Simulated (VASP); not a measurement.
Here is a VASP 6.6.1 calculation.

INCAR

```
SYSTEM = Si3N
PREC = Accurate
ENCUT = 520
EDIFF = 1E-7
ISMEAR = 0
SIGMA = 0.05
LREAL = .False.
LASPH = .True.
NELM = 80
ALGO = Normal
ISIF = 2
LWAVE = .False.
LCHARG = .False.
LDIPOL = .True.
IDIPOL = 3
DIPOL = 0.5 0.5 0.321
GGA = PE
IVDW = 12
NBANDS = 27
```

KPOINTS

```
regular mesh
0
Gamma
  7 5 1
  0 0 0
```

POSCAR

```
Si3N
1.0
    3.8333442755      0.0000000000      0.0000000000
    0.0000000000      5.4211674636      0.0000000000
    0.0000000000      0.0000000000     22.4877586337
Si N
6 2
Direct
    0.5000000000      0.0000000000      0.1778745523
    0.0000000000      0.2500000000      0.1778745523
    0.0000000000      0.5038839981      0.2608672216
    0.5000000000      0.7461160019      0.2608672216
    0.5000000000      0.0086033066      0.3418641564
    0.0000000000      0.2413966934      0.3418641564
    0.8333333333      0.8419366399      0.4797169344
    0.8333333333      0.8419366399      0.5286324363
```

Potentials or basis: VASP PAW PBE potentials, release 64 (Si, N).

Run with:

```console
$ cat potpaw_PBE.64/Si/POTCAR potpaw_PBE.64/N/POTCAR > POTCAR
$ mpirun -np 1 vasp_std > vasp.out
```

(1) What does it give for the band gap on the k mesh?

(2) Predict the dispersion energy per atom.

## Answers

(1) zero (band 17 reaches -1.52 eV, above the bottom of band 18 at -1.79 eV).

(2) -0.205 eV.

Caveat: the standard files for N, O and F lose accuracy on very short bonds.
